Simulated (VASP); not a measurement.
Here is a VASP 6.6.1 calculation.

INCAR

```
SYSTEM = H6C16O
PREC     = Accurate       ! precision mode
ENCUT    = 520            ! plane-wave cutoff, eV
EDIFF    = 1E-6           ! SCF threshold, eV
ISMEAR   = 0              ! smearing method
SIGMA    = 0.02           ! smearing width, eV
LREAL    = Auto         
LASPH    = .True.         ! aspherical terms in the spheres
NELM     = 150            ! most SCF steps
ALGO     = Normal         ! electronic algorithm
ISIF     = 2              ! what is computed and relaxed
LWAVE    = .False.        ! write WAVECAR
LCHARG   = .False.        ! write CHGCAR
ISPIN    = 2              ! spin polarisation
MAGMOM   = 0 0 0 0 0 0 0 0 0 0 0 0 0 0 0 0 0 0 0 0 0 0 1 ! initial moments
LORBIT   = 11             ! projections on sites
GGA      = PS             ! functional
NBANDS   = 59             ! bands
```

KPOINTS

```
Automatic mesh
0
Gamma
  3 3 1
  0 0 0
```

Contents of POSCAR:

```
H6C16O
1.0
    5.0487420000      0.0000000000      0.0000000000
    2.5243710000      4.3723390000      0.0000000000
    0.0000000000      0.0000000000     15.7764260000
H C O
6 16 1
Direct
    0.1666666400      0.1666666700      0.0633857100
    0.6666666900      0.1666666700      0.0633857100
    0.1666666500      0.6666667000      0.0633857100
    0.6666666500      0.6666667000      0.0633857100
   -0.0039234101      0.4968619427      0.3662372410
    0.5070614675      0.4968619427      0.3662372410
    0.1666666400      0.1666666700      0.1331100000
    0.6666666900      0.1666666700      0.1331100000
    0.1666666500      0.6666667000      0.1331100000
    0.6666666500      0.6666667000      0.1331100000
   -0.1666666750      0.3333333500      0.1657717100
    0.3333333250      0.3333333500      0.1657717100
   -0.1666667050      0.8333333700      0.1657717100
    0.3333333350      0.8333333700      0.1657717100
   -0.1676981457      0.3353962915      0.2637728639
    0.3331154958      0.3337690083      0.2661852053
   -0.1673510625      0.8326316968      0.2657072558
    0.3347193656      0.8326316968      0.2657072558
   -0.0012416199      0.0024832399      0.3013910676
    0.4999580006      0.0000839987      0.2812326923
   -0.0029060114      0.4985762142      0.2962537839
    0.5043297971      0.4985762142      0.2962537839
    0.0031869321      0.9936261359      0.3846772495
```

Potentials or basis: VASP PAW PBE potentials, release 64 (H, C, O).

Launch:

```console
$ cat potpaw_PBE.64/H/POTCAR potpaw_PBE.64/C/POTCAR potpaw_PBE.64/O/POTCAR > POTCAR
$ mpirun -np 1 vasp_std > vasp.out
```

Task: Predict the largest force.

Result: 1.683 eV/Å.

Task: Estimate the site moments.

Result: H -0.00, +0.00 (each value once); C +0.00, -0.00, -0.01, +0.01, -0.07 (each value once); O +0.09 μB.

Task: What does it give for the band gap on the k mesh?

Result: 0.09 eV (least direct gap 0.21 eV).

Task: What does it give for the net moment?

Result: 0.00 μB per cell.

Forces on the atoms (eV/Å):
```
H    0.030 -0.003 -0.286
H   -0.030 -0.003 -0.286
H    0.000 -0.014 -0.308
H    0.000  0.014 -0.317
H   -0.003  0.001  0.042
H    0.003  0.001  0.042
C   -0.048  0.048  1.397
C    0.048  0.048  1.397
C    0.000  0.004  1.683
C    0.000 -0.089  1.255
C    0.000 -0.200 -0.578
C    0.000  0.012 -1.409
C    0.056  0.094 -1.351
C   -0.056  0.094 -1.351
C    0.000 -0.009  0.015
C    0.000  0.035 -0.024
C    0.025 -0.008 -0.021
C   -0.025 -0.008 -0.021
C    0.000 -0.012 -0.320
C    0.000 -0.002  0.075
C    0.013  0.000  0.006
C   -0.013  0.000  0.006
O    0.000 -0.002  0.354
```

Caveat: the k points lie up to 0.48 Å⁻¹ apart; there is no dipole correction, which matters where the two faces differ; semilocal functionals underestimate gaps, and a narrow one can read as zero; the PAW data sets were made with another functional, which shifts forces and pressure a little.
